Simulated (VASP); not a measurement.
# Cs (Im-3m) in VASP: a series of runs

Runs on Cs. Level: PBE. Tasks: electric field gradients.

Program: VASP 6.6.1. These are calculated values, not measurements. Logs are shortened: lines on timing, memory, paths and dates and some standing lists are left out, and cuts for length are marked.

## 1. The cell of the first run

It takes space group Im-3m (No. 229, cubic). Conventional cell: a = 6.045 Å, b = 6.045 Å, c = 6.045 Å, α = 90.00°, β = 90.00°, γ = 90.00°.

## 2. Electric field gradients, PBE

The input, INCAR:

```
SYSTEM = Cs
PREC     = Accurate       ! precision mode
ENCUT    = 520            ! plane-wave cutoff, eV
EDIFF    = 1E-8           ! SCF threshold, eV
ISMEAR   = -1             ! smearing method
SIGMA    = 0.05           ! smearing width, eV
LREAL    = .False.        ! projectors in reciprocal space
LASPH    = .True.         ! aspherical terms in the spheres
NELM     = 100            ! most SCF steps
ALGO     = Normal         ! electronic algorithm
ISIF     = 2              ! what is computed and relaxed
LWAVE    = .False.        ! write WAVECAR
LCHARG   = .False.        ! write CHGCAR
GGA      = PE             ! functional
LEFG     = .True.       
NBANDS   = 10             ! bands
```

The input, KPOINTS:

```
regular mesh
0
Gamma
  9 9 9
  0 0 0
```

The input, POSCAR:

```
Cs
1.0
   -3.0225000000      3.0225000000      3.0225000000
    3.0225000000     -3.0225000000      3.0225000000
    3.0225000000      3.0225000000     -3.0225000000
Cs
1
Direct
    0.0000000000      0.0000000000      0.0000000000
```

Potentials or basis: VASP PAW PBE potentials, release 64 (Cs_sv).

The run is started by

```console
$ cat potpaw_PBE.64/Cs_sv/POTCAR > POTCAR
$ mpirun -np 1 vasp_std > vasp.out
```

OUTCAR:

```text
SYSTEM = Cs
   PREC = Accurate
   ENCUT = 520
   EDIFF = 1E-8
   ISMEAR = -1
   LREAL = .False.
   LASPH = .True.
   NELM = 100
   ISIF = 2
   GGA = PE

 ion  position               nearest neighbor table
   1  0.000  0.000  0.000-

  LATTYP: Found a body centered cubic cell.
 ALAT       =     6.0450000000

  Lattice vectors:

 A1 = (  -3.0225000000,   3.0225000000,   3.0225000000)
 A2 = (   3.0225000000,  -3.0225000000,   3.0225000000)
 A3 = (   3.0225000000,   3.0225000000,  -3.0225000000)

Analysis of symmetry for initial positions (statically):
=====================================================================
 Subroutine PRICEL returns:
 Original cell was already a primitive cell.

 Routine SETGRP: Setting up the symmetry group for a
 body centered cubic supercell.

 Subroutine GETGRP returns: Found 48 space group operations
 (whereof 48 operations were pure point group operations)
 out of a pool of 48 trial point group operations.

The static configuration has the point symmetry O_h .

Analysis of symmetry for dynamics (positions and initial velocities):
=====================================================================
 Subroutine PRICEL returns:
 Original cell was already a primitive cell.

 Routine SETGRP: Setting up the symmetry group for a
 body centered cubic supercell.

 Subroutine GETGRP returns: Found 48 space group operations
 (whereof 48 operations were pure point group operations)
 out of a pool of 48 trial point group operations.

The dynamic configuration has the point symmetry O_h .

 Subroutine INISYM returns: Found 48 space group operations
 (whereof 48 operations are pure point group operations),
 and found     1 'primitive' translations

----------------------------------------------------------------------------------------

                                     Primitive cell

  volume of cell :     110.4483

  direct lattice vectors                    reciprocal lattice vectors
    -3.022500000  3.022500000  3.022500000     0.000000000  0.165425972  0.165425972
     3.022500000 -3.022500000  3.022500000     0.165425972  0.000000000  0.165425972
     3.022500000  3.022500000 -3.022500000     0.165425972  0.165425972  0.000000000

  length of vectors
     5.235123566  5.235123566  5.235123566     0.233947653  0.233947653  0.233947653

  position of ions in fractional coordinates (direct lattice)
     0.000000000  0.000000000  0.000000000

  ion indices of the primitive-cell ions
   primitive index   ion index
                 1           1

----------------------------------------------------------------------------------------

 KPOINTS: regular mesh

Automatic generation of k-mesh.
 Grid dimensions read from file:
 generate k-points for:    9    9    9

 Generating k-lattice:

  Cartesian coordinates                     Fractional coordinates (reciprocal lattice)
     0.000000000  0.018380664  0.018380664     0.111111111  0.000000000  0.000000000
     0.018380664  0.000000000  0.018380664     0.000000000  0.111111111  0.000000000
     0.018380664  0.018380664  0.000000000     0.000000000  0.000000000  0.111111111

  Length of vectors
     0.025994184  0.025994184  0.025994184

  Shift w.r.t. Gamma in fractional coordinates (k-lattice)
     0.000000000  0.000000000  0.000000000

 Subroutine IBZKPT returns following result:
 ===========================================

 Found     35 irreducible k-points:

 Following reciprocal coordinates:
            Coordinates               Weight
  0.000000  0.000000  0.000000      1.000000
  0.111111  0.000000  0.000000     12.000000
  0.222222  0.000000  0.000000     12.000000
  0.333333  0.000000  0.000000     12.000000
  0.444444  0.000000  0.000000     12.000000
  0.111111  0.111111  0.000000     24.000000
[... 16 lines left out ...]
 -0.333333  0.444444  0.111111     48.000000
 -0.444444 -0.444444  0.111111     24.000000
 [... further k-points ...]
   k-points           NKPTS =     35   k-points in BZ     NKDIM =     35   number of bands    NBANDS=     10
   number of dos      NEDOS =    301   number of ions     NIONS =      1
   total plane-waves  NPLWV =  64000
   dimension x,y,z NGX =    40 NGY =   40 NGZ =   40
   dimension x,y,z NGXF=    80 NGYF=   80 NGZF=   80
   ions per type =               1
   NGX,Y,Z   is equivalent  to a cutoff of  12.70, 12.70, 12.70 a.u.
   NGXF,Y,Z  is equivalent  to a cutoff of  25.40, 25.40, 25.40 a.u.
 SYSTEM =  Cs
   PREC   = accura    normal or accurate (medium, high low for compatibility)
   ISTART =      0    job   : 0-new  1-cont  2-samecut
   ICHARG =      2    charge: 1-file 2-atom 10-const
   ISPIN  =      1    spin polarized calculation?
   LNONCOLLINEAR =      F non collinear calculations
   LSORBIT =      F    spin-orbit coupling
   LASPH  =      T    aspherical Exc in radial PAW
   ENCUT  =  520.0 eV  38.22 Ry    6.18 a.u.   9.73  9.73  9.73*2*pi/ulx,y,z
   NELM   =    100;   NELMIN=  2; NELMDL= -5     # of ELM steps
   EDIFF  = 0.1E-07   stopping-criterion for ELM
   LREAL  =      F    real-space projection
   EDIFFG = 0.1E-06   stopping-criterion for IOM
   NSW    =      0    number of steps for IOM
   IBRION =     -1    ionic relax: 0-MD 1-quasi-New 2-CG
   NFREE  =      0    steps in history (QN), initial steepest desc. (CG)
   ISIF   =      2    stress and relaxation
   ISYM   =      2    0-nonsym 1-usesym 2-fastsym
   POTIM  = 0.5000    time-step for ionic-motion
   TEBEG  =    0.0;   TEEND  =   0.0 temperature during run
   PSTRESS=    0.0 pullay stress
   NELECT =       9.0000    total number of electrons
   NUPDOWN=      -1.0000    fix difference up-down
   EMIN   =  10.00;   EMAX   =-10.00  energy-range for DOS
   EFERMI =   0.00;   METHOD = LEGACY
   ISMEAR =    -1;   SIGMA  =   0.05  broadening in eV -4-tet -1-fermi 0-gaus
   EFERMI_NEDOS =   21; number of points for ismear=-14 and -15
   IALGO  =     38    algorithm
   IMIX   =      4    mixing-type and parameters
     AMIX     =   0.40;   BMIX     =  1.00
     AMIX_MAG =   1.60;   BMIX_MAG =  1.00
  volume/ion in A,a.u.               =     110.45       745.34
  Fermi-wavevector in a.u.,A,eV,Ry     =   0.709746  1.341225  6.853782  0.503739
  Thomas-Fermi vector in A             =   1.796409
   LORBIT       =      0    0 simple, 1 ext, 2 COOP (PROOUT), +10 PAW based schemes
   GGA     = PE    functional components
   LHFCALC =     F    Hartree Fock is set to
   AEXX    =    0.0000 exact exchange contribution
   IVDW    =     0    specifies the selected vdW correction
   LEPSILON=     F    determine dielectric tensor
   LRPA    =     F    only Hartree local field effects (RPA)
 non-spin polarized calculation
  energy-cutoff  :      520.00
  volume of cell :      110.45
 maximum number of plane-waves:      3043
   NGX = 19   NGY = 19   NGZ = 19

 number of electron       8.9999998 magnetization

 Free energy of the ion-electron system (eV)
  ---------------------------------------------------
  ext. energy  EPLUGINS =         0.00000000
  ---------------------------------------------------
  free energy    TOTEN  =        -0.85507264 eV

  energy without entropy =       -0.84530477  energy(sigma->0) =       -0.85018870

 E-fermi :   0.5584     XC(G=0):  -5.5098

 val. band max:        0.5520014062   @ k =  -0.3333   0.4444   0.1111
 cond. band min:       0.6069908364   @ k =  -0.4444   0.4444   0.1111
 fundamental gap:      0.0549894302
 Fermi energy:         0.5584050198

 k-point     1 :       0.0000    0.0000    0.0000
  band No.  band energies     occupation
      1     -23.2800      2.00000
      2     -10.0163      2.00000
      3     -10.0163      2.00000
      4     -10.0163      2.00000
      5      -1.1626      2.00000
      6       3.0741      0.00000
      7       3.0741      0.00000
      8       3.0741      0.00000
      9       3.9600      0.00000
     10       3.9600      0.00000

 k-point     2 :       0.1111    0.0000    0.0000
  band No.  band energies     occupation
      1     -23.2790      2.00000
      2     -10.0355      2.00000
      3     -10.0225      2.00000
      4     -10.0164      2.00000
      5      -1.0209      2.00000
      6       2.9250      0.00000
      7       2.9310      0.00000
      8       3.2170      0.00000
      9       3.7648      0.00000
     10       3.9358      0.00000

 k-point     3 :       0.2222    0.0000    0.0000
  band No.  band energies     occupation
      1     -23.2766      2.00000
      2     -10.0830      2.00000
      3     -10.0379      2.00000
      4     -10.0165      2.00000
      5      -0.6228      2.00000
      6       2.4376      0.00000
      7       2.6250      0.00000
      8       3.6375      0.00000
      9       3.7713      0.00000
     10       3.9392      0.00000

 k-point     4 :       0.3333    0.0000    0.0000
  band No.  band energies     occupation
      1     -23.2738      2.00000
      2     -10.1356      2.00000
      3     -10.0554      2.00000
      4     -10.0166      2.00000
      5      -0.0562      1.99999
      6       1.9175      0.00000
      7       2.3607      0.00000
      8       3.8977      0.00000
      9       4.0718      0.00000
     10       4.3093      0.00000
[... 222 lines left out ...]
 k-point    22 :      -0.4444    0.4444    0.1111
  band No.  band energies     occupation
      1     -23.2713      2.00000
      2     -10.1640      2.00000
      3     -10.0737      2.00000
      4     -10.0302      2.00000
      5       0.6070      0.54908
      6       1.5133      0.00000
      7       2.3345      0.00000
      8       3.2792      0.00000
      9       4.3179      0.00000
     10       5.1047      0.00000

 k-point    23 :      -0.3333    0.4444    0.1111
  band No.  band energies     occupation
      1     -23.2711      2.00000
      2     -10.1456      2.00000
      3     -10.0834      2.00000
      4     -10.0415      2.00000
      5       0.5520      1.06395
      6       1.6644      0.00000
      7       2.3071      0.00000
      8       3.2846      0.00000
      9       4.0271      0.00000
     10       4.7342      0.00000

 k-point    24 :      -0.4444   -0.4444    0.1111
  band No.  band energies     occupation
      1     -23.2703      2.00000
      2     -10.1577      2.00000
      3     -10.0917      2.00000
      4     -10.0414      2.00000
      5       0.9536      0.00074
      6       1.3940      0.00000
      7       2.1818      0.00000
      8       3.2205      0.00000
      9       4.2315      0.00000
     10       5.0255      0.00000

 [... further k-points ...]

------------------------ aborting loop because EDIFF is reached ----------------------------------------

  FORCE on cell =-STRESS in cart. coord.  units (eV):
  Direction    XX          YY          ZZ          XY          YZ          ZX
  --------------------------------------------------------------------------------------
  -------------------------------------------------------------------------------------
  Total        0.0785483      0.0785483      0.0785483      0.0000000     -0.0000000     -0.0000000
  in kB        1.1394319      1.1394319      1.1394319      0.0000000     -0.0000000     -0.0000000
  external PRESSURE =       1.1394319 kB  Pullay stress =       0.0000000 kB

 VOLUME and BASIS-vectors are now :
 -----------------------------------------------------------------------------
  energy-cutoff  :      520.00
  volume of cell :      110.45
      direct lattice vectors                 reciprocal lattice vectors
    -3.022500000  3.022500000  3.022500000     0.000000000  0.165425972  0.165425972
     3.022500000 -3.022500000  3.022500000     0.165425972  0.000000000  0.165425972
     3.022500000  3.022500000 -3.022500000     0.165425972  0.165425972  0.000000000

 POSITION                                       TOTAL-FORCE (eV/Angst)
 -----------------------------------------------------------------------------------
      0.00000      0.00000      0.00000         0.000000     -0.000000      0.000000
 -----------------------------------------------------------------------------------
    total drift:                               -0.000000      0.000000     -0.000000

  FREE ENERGIE OF THE ION-ELECTRON SYSTEM (eV)
  ---------------------------------------------------
  free  energy   TOTEN  =        -0.8550726375 eV

  energy  without entropy=       -0.8453047715  energy(sigma->0) =       -0.85018870

 Electric field gradients (V/A^2)
---------------------------------------------------------------------
 ion       V_xx      V_yy      V_zz      V_xy      V_xz      V_yz
---------------------------------------------------------------------
   1       0.000    -0.000    -0.000    -0.000    -0.000    -0.000
---------------------------------------------------------------------

 Electric field gradients after diagonalization (V/A^2)
 (convention: |V_zz| > |V_xx| > |V_yy|)
----------------------------------------------------------------------
 ion       V_xx      V_yy      V_zz     asymmetry (V_yy - V_xx)/ V_zz
----------------------------------------------------------------------
   1       0.000     0.000    -0.001       0.000
----------------------------------------------------------------------

           NMR quadrupolar parameters

 Cq : quadrupolar parameter    Cq=e*Q*V_zz/h
 eta: asymmetry parameters     (V_yy - V_xx)/ V_zz
 Q  : nuclear electric quadrupole moment in mb (millibarn)
----------------------------------------------------------------------
 ion       Cq(MHz)       eta       Q (mb)
----------------------------------------------------------------------
   1      -0.000       0.000       1.000
----------------------------------------------------------------------
```

Run time: 25 s. Hardware: 1 thread of Intel Xeon Platinum 8559C (Emerald Rapids), shared host; peak memory 0.24 GiB.

Results:

```yaml
Free_energy: -0.8551 eV
Pressure: 0.1 GPa
Band_gap_on_the_k_mesh: zero (an odd number of electrons rules out a gap without spin polarisation)
Largest_electric_field_gradient_by_atom: zero within the noise of the run
```

Caveat: spin-orbit coupling is left out, which moves the levels of the heavy elements.

## 3. Electric field gradients, PBE, non-collinear spin, zero start, spin-orbit coupling

The input, INCAR:

```
SYSTEM = Cs
PREC = Accurate
ENCUT = 520
EDIFF = 1E-8
ISMEAR = -1
SIGMA = 0.05
LREAL = .False.
LASPH = .True.
NELM = 150
ALGO = Normal
ISIF = 2
LWAVE = .False.
LCHARG = .False.
LNONCOLLINEAR = .True.
MAGMOM = 0 0 0
LORBIT = 11
LSORBIT = .True.
GGA_COMPAT = .False.
LORBMOM = .True.
GGA = PE
LEFG = .True.
NBANDS = 20
```

The input, KPOINTS:

```
Automatic mesh
0
Gamma
  9 9 9
  0 0 0
```

POSCAR is that of step 2.

Potentials or basis: VASP PAW PBE potentials, release 64 (Cs_sv).

The run is started by

```console
$ cat potpaw_PBE.64/Cs_sv/POTCAR > POTCAR
$ mpirun -np 1 vasp_ncl > vasp.out
```

OUTCAR:

```text
SYSTEM = Cs
   PREC = Accurate
   ENCUT = 520
   EDIFF = 1E-8
   ISMEAR = -1
   LREAL = .False.
   LASPH = .True.
   NELM = 150
   ISIF = 2
   LNONCOLLINEAR = .True.
   LORBIT = 11
   LSORBIT = .True.
   GGA = PE

 ion  position               nearest neighbor table
   1  0.000  0.000  0.000-

  LATTYP: Found a body centered cubic cell.
 ALAT       =     6.0450000000

  Lattice vectors:

 A1 = (  -3.0225000000,   3.0225000000,   3.0225000000)
 A2 = (   3.0225000000,  -3.0225000000,   3.0225000000)
 A3 = (   3.0225000000,   3.0225000000,  -3.0225000000)

Analysis of symmetry for initial positions (statically):
=====================================================================
 Subroutine PRICEL returns:
 Original cell was already a primitive cell.

 Routine SETGRP: Setting up the symmetry group for a
 body centered cubic supercell.

 Subroutine GETGRP returns: Found 48 space group operations
 (whereof 48 operations were pure point group operations)
 out of a pool of 48 trial point group operations.

The static configuration has the point symmetry O_h .

Analysis of symmetry for dynamics (positions and initial velocities):
=====================================================================
 Subroutine PRICEL returns:
 Original cell was already a primitive cell.

 Routine SETGRP: Setting up the symmetry group for a
 body centered cubic supercell.

 Subroutine GETGRP returns: Found 48 space group operations
 (whereof 48 operations were pure point group operations)
 out of a pool of 48 trial point group operations.

The dynamic configuration has the point symmetry O_h .

Analysis of structural, dynamic, and magnetic symmetry:
=====================================================================
 Subroutine PRICEL returns:
 Original cell was already a primitive cell.

 Routine SETGRP: Setting up the symmetry group for a
 body centered cubic supercell.

[... 748 lines left out ...]
   1      -0.000     0.000    -0.000    -0.000    -0.000    -0.000
---------------------------------------------------------------------

 Electric field gradients after diagonalization (V/A^2)
 (convention: |V_zz| > |V_xx| > |V_yy|)
----------------------------------------------------------------------
 ion       V_xx      V_yy      V_zz     asymmetry (V_yy - V_xx)/ V_zz
----------------------------------------------------------------------
   1       0.000     0.000    -0.001       0.000
----------------------------------------------------------------------

           NMR quadrupolar parameters

 Cq : quadrupolar parameter    Cq=e*Q*V_zz/h
 eta: asymmetry parameters     (V_yy - V_xx)/ V_zz
 Q  : nuclear electric quadrupole moment in mb (millibarn)
----------------------------------------------------------------------
 ion       Cq(MHz)       eta       Q (mb)
----------------------------------------------------------------------
   1      -0.000       0.000       1.000
----------------------------------------------------------------------

 orbital moment (x)

 # of ion     p       d       tot
 ----------------------------------------
  1         0.000   0.000   0.000
 ----------------------------------------
            0.000   0.000   0.000

 orbital moment (y)

 # of ion     p       d       tot
 ----------------------------------------
  1         0.000  -0.000  -0.000
 ----------------------------------------
            0.000  -0.000  -0.000

 orbital moment (z)

 # of ion     p       d       tot
 ----------------------------------------
  1         0.000   0.000   0.000
 ----------------------------------------
            0.000   0.000   0.000

 Spin-Orbit-Coupling matrix elements

 Ion:    1  E_soc:     -0.3270634
 l=   1
     0.0000000    -0.0545082    -0.0545082
    -0.0545082     0.0000000    -0.0545082
    -0.0545082    -0.0545082     0.0000000
 l=   2
     0.0000000    -0.0000001     0.0000000    -0.0000001    -0.0000022
    -0.0000001     0.0000000    -0.0000017    -0.0000001    -0.0000006
     0.0000000    -0.0000017     0.0000000    -0.0000017     0.0000000
    -0.0000001    -0.0000001    -0.0000017     0.0000000    -0.0000006
    -0.0000022    -0.0000006     0.0000000    -0.0000006     0.0000000
 l=   3
     0.0000000     0.0000000     0.0000000     0.0000000     0.0000000     0.0000000     0.0000000
     0.0000000     0.0000000     0.0000000     0.0000000     0.0000000     0.0000000     0.0000000
     0.0000000     0.0000000     0.0000000     0.0000000     0.0000000     0.0000000     0.0000000
     0.0000000     0.0000000     0.0000000     0.0000000     0.0000000     0.0000000     0.0000000
     0.0000000     0.0000000     0.0000000     0.0000000     0.0000000     0.0000000     0.0000000
     0.0000000     0.0000000     0.0000000     0.0000000     0.0000000     0.0000000     0.0000000
     0.0000000     0.0000000     0.0000000     0.0000000     0.0000000     0.0000000     0.0000000

 total charge

# of ion       s       p       d       tot
------------------------------------------
    1        1.856   4.678   0.010   6.545

 magnetization (x)

# of ion       s       p       d       tot
------------------------------------------
    1        0.000  -0.000   0.000  -0.000

 magnetization (y)

# of ion       s       p       d       tot
------------------------------------------
    1       -0.000  -0.000   0.000  -0.000

 magnetization (z)

# of ion       s       p       d       tot
------------------------------------------
    1        0.000  -0.000  -0.000  -0.000
```

Run time: 2 min. Hardware: 1 thread of Intel Xeon Platinum 8559C (Emerald Rapids), shared host; peak memory 0.51 GiB.

Results:

```yaml
Free_energy: -1.0180 eV
Pressure: 0.1 GPa
Net_moment: 0.00 μB per cell
Largest_electric_field_gradient_by_atom: zero within the noise of the run
Valence_electrons_inside_the_program's_atomic_spheres: Cs 6.54
```

Moments on the atoms (μB; x, y, z):
```
Cs  0.00 0.00 0.00
```
